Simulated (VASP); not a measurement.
Input of a VASP 6.6.1 run:

The input INCAR:

```
PREC = Accurate
ENCUT = 520
EDIFF = 1E-6
ISMEAR = -1
SIGMA = 0.05
LREAL = F
LASPH = T
NELM = 100
ALGO = Normal
ISIF = 2
LWAVE = F
LCHARG = T
GGA = PE
LELF = T
LVHAR = T
NBANDS = 10
```

KPOINTS

```
regular mesh
0
Gamma
  9 9 8
```

Contents of POSCAR:

```
Rb
1.0
    4.6271001338      0.0000000000      0.0000000000
   -2.3135500669      4.0071862617      0.0000000000
    0.0000000000      0.0000000000      4.3494741256
Rb
1
Direct
    0.0000000000      0.0000000000      0.0000000000
```

Potentials or basis: VASP PAW PBE potentials, release 64 (Rb_sv).

Command:

```console
$ cat potpaw_PBE.64/Rb_sv/POTCAR > POTCAR
$ mpirun -np 1 vasp_std > vasp.out
```

(1) What does it give for the pressure?

(2) Estimate the band gap on the k mesh.

## Answers

(1) 0.5 GPa.

(2) zero (an odd number of electrons rules out a gap without spin polarisation).
